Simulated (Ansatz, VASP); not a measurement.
## One calculation of Sr2SO, two programs

File INCAR:

```
PREC = Accurate
ENCUT = 520
EDIFF = 1E-6
ISMEAR = -1
SIGMA = 0.05
LREAL = F
LASPH = T
NELM = 100
ALGO = Normal
ISIF = 2
LWAVE = F
LCHARG = F
GGA = PE
NBANDS = 24
```

KPOINTS

```
Automatic mesh
0
Gamma
  4 4 3
```

Contents of POSCAR:

```
Sr2SO
1.0
    4.0432370000      0.0000000000      0.0000000000
    0.0000000000      4.0432370000      0.0000000000
    0.0000000000      0.0000000000      5.7180000000
Sr S O
2 1 1
Direct
    0.5000000000      0.5000000000      0.5000000000
    0.0000000000      0.0000000000      0.0000000000
    0.0000000000      0.0000000000      0.5000000000
    0.5000000000      0.5000000000      0.0000000000
```

input.yaml

```yaml
crystal:
  lattice:
    - [4.043237, 0.0, 0.0]
    - [0.0, 4.043237, 0.0]
    - [0.0, 0.0, 5.718]
  atoms:
    - { symbol: Sr, position: [0.5, 0.5, 0.5] }
    - { symbol: Sr, position: [0.0, 0.0, 0.0] }
    - { symbol: S, position: [0.0, 0.0, 0.5] }
    - { symbol: O, position: [0.5, 0.5, 0.0] }
hamiltonian:
  xc: pbe
  pseudopotentials: { kind: paw }
kpoints:
  mp_grid: { grid: [4, 4, 3] }
scf:
  occupations: { method: fermi_dirac, width: 0.05 }
output:
  forces: true
  stress: true
  eigenvalues: true
  write_density: true
  write_potential: true
  elf: true
  volumetric_format: npy
```

Alike in both runs: task single point; functional PBE; k mesh 4 × 4 × 3; occupations fermi-dirac, width 0.05 eV; no spin polarisation.

```csv
,VASP,Ansatz
version,VASP 6.6.1,Ansatz 0.2.0
potentials or method,"VASP PAW PBE potentials, release 64 (Sr_sv, S, O)",Ansatz PAW
plane-wave cutoff (eV),520,420
valence electrons in the cell,32,32
```

```csv
,VASP,Ansatz,Ansatz less VASP
gap on the k mesh at the Fermi level (eV),2.19,2.21,+0.022
least direct gap on the mesh (eV),2.19,2.21,+0.022
pressure (GPa),0.1,-0.2,-0.22
"traceless stress, the component that is largest in VASP (GPa)",0.09,0.08,-0.002
```

Noted on Ansatz's run: odd divisions of the mesh miss points on the zone boundary, where band edges often lie, so the gap on the mesh can be too wide.
